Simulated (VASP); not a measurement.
# Sb (Pm-3m) in VASP: settings compared

Sb is run at these levels: B3LYP+D3(BJ), PBEsol; tasks: single point.

All numbers are computed with VASP 6.6.1; they aren't measurements. Logs are shortened: lines on timing, memory, paths and dates and some standing lists are left out, and cuts for length are marked.

### 1 The cell of the first run

Symmetry: Pm-3m, No. 221, cubic system. The conventional cell has a = 3.160 Å, b = 3.160 Å, c = 3.160 Å, α = 90.00°, β = 90.00°, γ = 90.00°. Sb (site symmetry m-3m) has 6 Sb at 3.16 Å within 4.2 Å.

This isn't the form of Sb at room conditions, which is rhombohedral.

### 2 Single point, B3LYP+D3(BJ)

Contents of POSCAR:

```
Sb
1.0
    3.1600000000      0.0000000000      0.0000000000
    0.0000000000      3.1600000000      0.0000000000
    0.0000000000      0.0000000000      3.1600000000
Sb
1
Direct
    0.0000000000      0.0000000000      0.0000000000
```

Contents of INCAR.step1:

```
PREC = Accurate ; ENCUT = 400
EDIFF = 1E-5 ; ISMEAR = -1
SIGMA = 0.05 ; LREAL = F
LASPH = T ; NELM = 120
ALGO = Normal ; ISIF = 2
LWAVE = T ; LCHARG = F
GGA = PE ; NBANDS = 8
GGA_COMPAT = F
```

Contents of INCAR.step2:

```
PREC = Accurate ; ENCUT = 400
EDIFF = 1E-6 ; ISMEAR = -1
SIGMA = 0.05 ; LREAL = F
LASPH = T ; NELM = 120
ALGO = Normal ; ISIF = 2
LWAVE = F ; LCHARG = F
GGA = B3 ; LHFCALC = T
AEXX = 0.2 ; AGGAX = 0.72
AGGAC = 0.81 ; ALDAC = 0.19
PRECFOCK = Normal ; IVDW = 12
ISTART = 1 ; NBANDS = 8
GGA_COMPAT = F
```

Contents of KPOINTS:

```
regular mesh
0
Gamma
  5 5 5
```

Potentials or basis: VASP PAW PBE potentials, release 64 (Sb).

Command:

```console
$ cat potpaw_PBE.64/Sb/POTCAR > POTCAR
$ cp INCAR.step1 INCAR
$ mpirun -np 1 vasp_std > vasp.out
$ cp INCAR.step2 INCAR
$ mpirun -np 1 vasp_std > vasp.out
```

OUTCAR:

```text
PREC = Accurate
   ENCUT = 400
   EDIFF = 1E-6
   ISMEAR = -1
   LREAL = F
   LASPH = T
   NELM = 120
   ISIF = 2
   GGA = B3
   LHFCALC = T
   AEXX = 0.2
   PRECFOCK = Normal
   IVDW = 12
   ISTART = 1
 IVDW          = 12

 ion  position               nearest neighbor table
   1  0.000  0.000  0.000-

  LATTYP: Found a simple cubic cell.
 ALAT       =     3.1600000000

  Lattice vectors:

 A1 = (   3.1600000000,   0.0000000000,   0.0000000000)
 A2 = (   0.0000000000,   3.1600000000,   0.0000000000)
 A3 = (   0.0000000000,   0.0000000000,   3.1600000000)

Analysis of symmetry for initial positions (statically):
=====================================================================
 Subroutine PRICEL returns:
 Original cell was already a primitive cell.

 Routine SETGRP: Setting up the symmetry group for a
 simple cubic supercell.

 Subroutine GETGRP returns: Found 48 space group operations
 (whereof 48 operations were pure point group operations)
 out of a pool of 48 trial point group operations.

The static configuration has the point symmetry O_h .

Analysis of symmetry for dynamics (positions and initial velocities):
=====================================================================
 Subroutine PRICEL returns:
 Original cell was already a primitive cell.

 Routine SETGRP: Setting up the symmetry group for a
 simple cubic supercell.

 Subroutine GETGRP returns: Found 48 space group operations
 (whereof 48 operations were pure point group operations)
 out of a pool of 48 trial point group operations.

The dynamic configuration has the point symmetry O_h .

 Subroutine INISYM returns: Found 48 space group operations
 (whereof 48 operations are pure point group operations),
 and found     1 'primitive' translations

----------------------------------------------------------------------------------------

                                     Primitive cell

  volume of cell :      31.5545

  direct lattice vectors                    reciprocal lattice vectors
     3.160000000  0.000000000  0.000000000     0.316455696  0.000000000  0.000000000
     0.000000000  3.160000000  0.000000000     0.000000000  0.316455696  0.000000000
     0.000000000  0.000000000  3.160000000     0.000000000  0.000000000  0.316455696

  length of vectors
     3.160000000  3.160000000  3.160000000     0.316455696  0.316455696  0.316455696

  position of ions in fractional coordinates (direct lattice)
     0.000000000  0.000000000  0.000000000

  ion indices of the primitive-cell ions
   primitive index   ion index
                 1           1

----------------------------------------------------------------------------------------

 KPOINTS: regular mesh

Automatic generation of k-mesh.
 Grid dimensions read from file:
 generate k-points for:    5    5    5

 Generating k-lattice:

  Cartesian coordinates                     Fractional coordinates (reciprocal lattice)
     0.063291139  0.000000000  0.000000000     0.200000000  0.000000000  0.000000000
     0.000000000  0.063291139  0.000000000     0.000000000  0.200000000  0.000000000
     0.000000000  0.000000000  0.063291139     0.000000000  0.000000000  0.200000000

  Length of vectors
     0.063291139  0.063291139  0.063291139

  Shift w.r.t. Gamma in fractional coordinates (k-lattice)
     0.000000000  0.000000000  0.000000000

 Subroutine IBZKPT returns following result:
 ===========================================

 Found     10 irreducible k-points:

 Following reciprocal coordinates:
            Coordinates               Weight
  0.000000  0.000000  0.000000      1.000000
  0.200000  0.000000  0.000000      6.000000
  0.400000  0.000000  0.000000      6.000000
  0.200000  0.200000  0.000000     12.000000
  0.400000  0.200000  0.000000     24.000000
  0.400000  0.400000  0.000000     12.000000
  0.200000  0.200000  0.200000      8.000000
  0.400000  0.200000  0.200000     24.000000
  0.400000  0.400000  0.200000     24.000000
  0.400000  0.400000  0.400000      8.000000
   k-points           NKPTS =     10   k-points in BZ     NKDIM =    125   number of bands    NBANDS=      8
   number of dos      NEDOS =    301   number of ions     NIONS =      1
   total plane-waves  NPLWV =  13824
   dimension x,y,z NGX =    24 NGY =   24 NGZ =   24
   dimension x,y,z NGXF=    48 NGYF=   48 NGZF=   48
   ions per type =               1
   NGX,Y,Z   is equivalent  to a cutoff of  12.63, 12.63, 12.63 a.u.
   NGXF,Y,Z  is equivalent  to a cutoff of  25.25, 25.25, 25.25 a.u.
 SYSTEM =  unknown system
   PREC   = accura    normal or accurate (medium, high low for compatibility)
   ISTART =      1    job   : 0-new  1-cont  2-samecut
   ICHARG =      0    charge: 1-file 2-atom 10-const
   ISPIN  =      1    spin polarized calculation?
   LNONCOLLINEAR =      F non collinear calculations
   LSORBIT =      F    spin-orbit coupling
   LASPH  =      T    aspherical Exc in radial PAW
   ENCUT  =  400.0 eV  29.40 Ry    5.42 a.u.   5.15  5.15  5.15*2*pi/ulx,y,z
   NELM   =    120;   NELMIN=  2; NELMDL=  0     # of ELM steps
   EDIFF  = 0.1E-05   stopping-criterion for ELM
   LREAL  =      F    real-space projection
   EDIFFG = 0.1E-04   stopping-criterion for IOM
   NSW    =      0    number of steps for IOM
   IBRION =     -1    ionic relax: 0-MD 1-quasi-New 2-CG
   NFREE  =      0    steps in history (QN), initial steepest desc. (CG)
   ISIF   =      2    stress and relaxation
   ISYM   =      3    0-nonsym 1-usesym 2-fastsym
   POTIM  = 0.5000    time-step for ionic-motion
   TEBEG  =    0.0;   TEEND  =   0.0 temperature during run
   PSTRESS=    0.0 pullay stress
   NELECT =       5.0000    total number of electrons
   NUPDOWN=      -1.0000    fix difference up-down
   EMIN   =  10.00;   EMAX   =-10.00  energy-range for DOS
   EFERMI =   0.00;   METHOD = LEGACY
   ISMEAR =    -1;   SIGMA  =   0.05  broadening in eV -4-tet -1-fermi 0-gaus
   EFERMI_NEDOS =   21; number of points for ismear=-14 and -15
   IALGO  =     38    algorithm
   IMIX   =      1    mixing-type and parameters
     AMIX     =   0.40;   BMIX     =  1.00
     AMIX_MAG =   1.60;   BMIX_MAG =  1.00
  volume/ion in A,a.u.               =      31.55       212.94
  Fermi-wavevector in a.u.,A,eV,Ry     =   0.885886  1.674081 10.677766  0.784794
  Thomas-Fermi vector in A             =   2.006979
   LORBIT       =      0    0 simple, 1 ext, 2 COOP (PROOUT), +10 PAW based schemes
   GGA     = B3    functional components
   LHFCALC =     T    Hartree Fock is set to
   PRECFOCK=normal    Normal, Fast or Accurate (Low or Medium for compatibility)
   ENCUT4O =  -1.0   cutoff for four orbital integrals eV
   NKREDX  =     1    reduce k-point grid by
   NKREDY  =     1    reduce k-point grid by
   NKREDZ  =     1    reduce k-point grid by
   AEXX    =    0.2000 exact exchange contribution
   HFSCREEN=    0.0000 screening length (either q_TF or 0.3 A-1)
   HFSCREENC=   0.0000 screening length for correlation (either q_TF or 0.3 A-1)
   ENCUTFOCK=  -1.0 apply spherical cutoff to Coloumb kernel
   IVDW    =    12    specifies the selected vdW correction
   LEPSILON=     F    determine dielectric tensor
   LRPA    =     F    only Hartree local field effects (RPA)
 non-spin polarized calculation
  energy-cutoff  :      400.00
  volume of cell :       31.55
 maximum number of plane-waves:       588
 NGX is ok and might be reduce to    24
  NGX = 16; NGY = 16; NGZ = 16

 number of electron       5.0000001 magnetization

 Free energy of the ion-electron system (eV)
  ---------------------------------------------------
  ext. energy  EPLUGINS =         0.00000000
  ---------------------------------------------------
  free energy    TOTEN  =        -4.44391920 eV

  energy without entropy =       -4.44216679  energy(sigma->0) =       -4.44304300

 E-fermi :   6.6295     XC(G=0):  -7.3882

 val. band max:        6.4882737080   @ k =   0.2000   0.2000   0.2000
 cond. band min:       6.9639632791   @ k =   0.2000   0.2000   0.2000
 fundamental gap:      0.4756895711
 Fermi energy:         6.6294849304

 k-point     1 :       0.0000    0.0000    0.0000
  band No.  band energies     occupation
      1      -6.8835      2.00000
      2      10.2348      0.00000
      3      10.2414      0.00000
      4      10.2555      0.00000
      5      14.2512      0.00000
      6      14.2646      0.00000
      7      15.6459      0.00000
      8      24.8358      0.00000

 k-point     2 :       0.2000    0.0000    0.0000
  band No.  band energies     occupation
      1      -6.3059      2.00000
      2       5.5221      2.00000
      3      10.8022      0.00000
      4      10.8153      0.00000
      5      14.7301      0.00000
      6      15.6466      0.00000
      7      19.5497      0.00000
      8      22.1019      0.00000

 k-point     3 :       0.4000    0.0000    0.0000
  band No.  band energies     occupation
      1      -4.8795      2.00000
      2       1.2832      2.00000
      3      12.0171      0.00000
      4      12.0191      0.00000
      5      15.9457      0.00000
      6      17.2954      0.00000
      7      19.3206      0.00000
      8      19.3229      0.00000

 k-point     4 :       0.2000    0.2000    0.0000
  band No.  band energies     occupation
      1      -5.7271      2.00000
      2       5.9540      2.00000
      3       6.3662      1.98972
      4      11.3705      0.00000
      5      15.6334      0.00000
      6      17.7710      0.00000
      7      19.5688      0.00000
      8      20.7785      0.00000

 k-point     5 :       0.4000    0.2000    0.0000
  band No.  band energies     occupation
      1      -4.2899      2.00000
      2       1.8478      2.00000
      3       7.9625      0.00000
      4      12.5625      0.00000
      5      14.3937      0.00000
      6      17.1991      0.00000
      7      19.7447      0.00000
      8      20.0883      0.00000

 k-point     6 :       0.4000    0.4000    0.0000
  band No.  band energies     occupation
      1      -2.7940      2.00000
      2       2.9971      2.00000
      3       3.2856      2.00000
      4      10.9423      0.00000
      5      13.7077      0.00000
      6      18.6478      0.00000
      7      20.7128      0.00000
      8      20.8620      0.00000

 k-point     7 :       0.2000    0.2000    0.2000
  band No.  band energies     occupation
      1      -5.1489      2.00000
      2       6.4883      1.88794
      3       6.9640      0.00248
      4       7.6821      0.00000
      5      17.7158      0.00000
      6      18.5533      0.00000
      7      18.5632      0.00000
      8      19.9996      0.00000

 k-point     8 :       0.4000    0.2000    0.2000
  band No.  band energies     occupation
      1      -3.7001      2.00000
      2       2.4092      2.00000
      3       8.1808      0.00000
      4       8.9055      0.00000
      5      14.5973      0.00000
      6      15.3597      0.00000
      7      19.5329      0.00000
      8      20.9668      0.00000

 k-point     9 :       0.4000    0.4000    0.2000
  band No.  band energies     occupation
      1      -2.1971      2.00000
      2       3.5234      2.00000
      3       3.8209      2.00000
      4       9.8363      0.00000
      5      11.4820      0.00000
      6      16.2248      0.00000
      7      16.4436      0.00000
      8      20.7057      0.00000

 k-point    10 :       0.4000    0.4000    0.4000
  band No.  band energies     occupation
      1      -0.6397      2.00000
      2       4.6405      2.00000
      3       4.6544      2.00000
      4       5.3476      2.00000
      5      12.5293      0.00000
      6      13.1624      0.00000
      7      13.1843      0.00000
      8      17.1560      0.00000

------------------------ aborting loop because EDIFF is reached ----------------------------------------

 Edisp (eV)   -0.91060

 E8    (eV) :    -0.6414

  FORCE on cell =-STRESS in cart. coord.  units (eV):
  Direction    XX          YY          ZZ          XY          YZ          ZX
  --------------------------------------------------------------------------------------
  -------------------------------------------------------------------------------------
  Total      -1.18894    -1.18894    -1.18894     0.00000    -0.00000     0.00000
  in kB     -60.36855   -60.36855   -60.36855     0.00000    -0.00000     0.00000
  external pressure =      -60.37 kB  Pullay stress =        0.00 kB

 VOLUME and BASIS-vectors are now :
 -----------------------------------------------------------------------------
  energy-cutoff  :      400.00
  volume of cell :       31.55
      direct lattice vectors                 reciprocal lattice vectors
     3.160000000  0.000000000  0.000000000     0.316455696  0.000000000  0.000000000
     0.000000000  3.160000000  0.000000000     0.000000000  0.316455696  0.000000000
     0.000000000  0.000000000  3.160000000     0.000000000  0.000000000  0.316455696

 POSITION                                       TOTAL-FORCE (eV/Angst)
 -----------------------------------------------------------------------------------
      0.00000      0.00000      0.00000         0.000000      0.000000      0.000000
 -----------------------------------------------------------------------------------
    total drift:                                0.000000     -0.000000      0.000000

  FREE ENERGIE OF THE ION-ELECTRON SYSTEM (eV)
  ---------------------------------------------------
  free  energy   TOTEN  =        -5.3545218734 eV

  energy  without entropy=       -5.3527694580  energy(sigma->0) =       -5.35364567
```

It took 3 min on 1 thread of AMD EPYC 7R43 (Zen 3), shared host; peak memory 0.11 GiB.

Results:

| Quantity | Value |
| --- | --- |
| Free energy | -5.3545 eV |
| Pressure | -6.0 GPa |
| Band gap on the k mesh | zero (an odd number of electrons rules out a gap without spin polarisation) |
| Dispersion energy per atom | -0.911 eV |

Levels at points of the mesh, in eV from the Fermi level:
```
           k point  band 1  band 2  band 3  band 4  band 5
(0.00, 0.00, 0.00)  -13.51    3.61    3.61    3.63    7.62
```

Caveat: the k points lie up to 0.40 Å⁻¹ apart, too coarse for converged energies and pressures of a metal; the PAW data sets were made with another functional, which shifts forces and pressure a little; spin-orbit coupling is left out, which moves the levels of the heavy elements.

### 3 Single point, PBEsol

Contents of INCAR:

```
SYSTEM = Sb
  PREC = Accurate
  ENCUT = 520
  EDIFF = 1E-6
  ISMEAR = -1
  SIGMA = 0.03
  LREAL = .FALSE.
  LASPH = .TRUE.
  NELM = 100
  ALGO = Normal
  ISIF = 2
  LWAVE = .FALSE.
  LCHARG = .FALSE.
  GGA = PS
  NBANDS = 8
```

Contents of KPOINTS:

```
regular mesh
0
G
  5 5 5
  0 0 0
```

POSCAR is that of step 2.

Potentials or basis: VASP PAW PBE potentials, release 64 (Sb).

Command:

```console
$ cat potpaw_PBE.64/Sb/POTCAR > POTCAR
$ mpirun -np 1 vasp_std > vasp.out
```

It took 2.8 s on 1 thread of Intel Xeon Platinum 8259CL at 2.50GHz (Skylake/Cascade Lake), shared host; peak memory 0.13 GiB.

The run converged. Its results:

| Quantity | Value |
| --- | --- |
| Free energy | -4.3920 eV |
| Pressure | -4.7 GPa |
| Band gap on the k mesh | zero (an odd number of electrons rules out a gap without spin polarisation) |

Levels at points of the mesh, in eV from the Fermi level:
```tsv
k point	band 1	band 2	band 3	band 4	band 5
(0.00, 0.00, 0.00)	-12.13	2.97	2.97	2.97	6.75
```

Caveat: the k points lie up to 0.40 Å⁻¹ apart, too coarse for converged energies and pressures of a metal; the PAW data sets were made with another functional, which shifts forces and pressure a little; spin-orbit coupling is left out, which moves the levels of the heavy elements.
